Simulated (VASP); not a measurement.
Runs of VASP 6.6.1 on Al. The structure is that of space group Im-3m (No. 229), or close to it. The cells are those of the table. This isn't the form of Al at room conditions, which is fcc.

```tsv
cell	gap on the mesh (eV)	pressure (GPa)
a = 2.834 Å, angles 109.5°, 1 atom	none	-4.8
a = 2.810 Å, angles 109.5°, 1 atom	none	(b)
a = 2.737 Å, angles 109.5°, 1 atom	none	(a)
a = 2.686 Å, angles 109.5°, 1 atom	none	7.5
a = 2.712 Å, angles 109.5°, 1 atom	none	4.6
```

Alike in all rows: task single point; level LDA; potentials or basis VASP PAW LDA potentials, release 64 (Al); no spin polarisation; k mesh 22 × 22 × 22; cutoff (eV) 520; smearing gaussian 0.15 eV.

**Question.** Estimate the missing entries.

**Answer.** (a) 2.1; (b) -3.5.

Caveats: the cell stands under tension (at least some runs); the cell stands under pressure (at least some runs).

A gap of «none» marks levels without a gap at the run's occupations.
